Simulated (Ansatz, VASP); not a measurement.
AlN in VASP and in Ansatz

```xyz
2
Lattice="0.0000 2.1849 2.1412 2.1849 0.0000 2.1412 2.1849 2.1849 0.0000" Properties=species:S:1:pos:R:3 pbc="T T T"
Al    0.0000    0.0000    0.0000
N     1.0924    1.0924    1.0706
```

Change from the starting cell: uniaxial_z strain -2.0%.

Alike in both runs: task single point; functional HSE06; k mesh 8 × 8 × 8; no spin polarisation.

```csv
,VASP,Ansatz
version,VASP 6.6.1,Ansatz 0.2.0
potentials or method,"VASP PAW PBE potentials, release 64 (Al, N)","plane waves, PAW"
plane-wave cutoff (eV),520,420
occupations,"gaussian, width 0.01 eV",fixed
valence electrons in the cell,8,8
```

|  | VASP | Ansatz | Ansatz less VASP |
| --- | --- | --- | --- |
| gap on the k mesh at the Fermi level (eV) | 4.45 | 4.46 | +0.001 |
| pressure (GPa) | 3.6 | 3.7 | +0.14 |
| traceless stress, the component that is largest in VASP (GPa) | 1.78 | 1.77 | -0.011 |

Ansatz's warnings: stress exchange threshold loose, stress scf threshold loose.
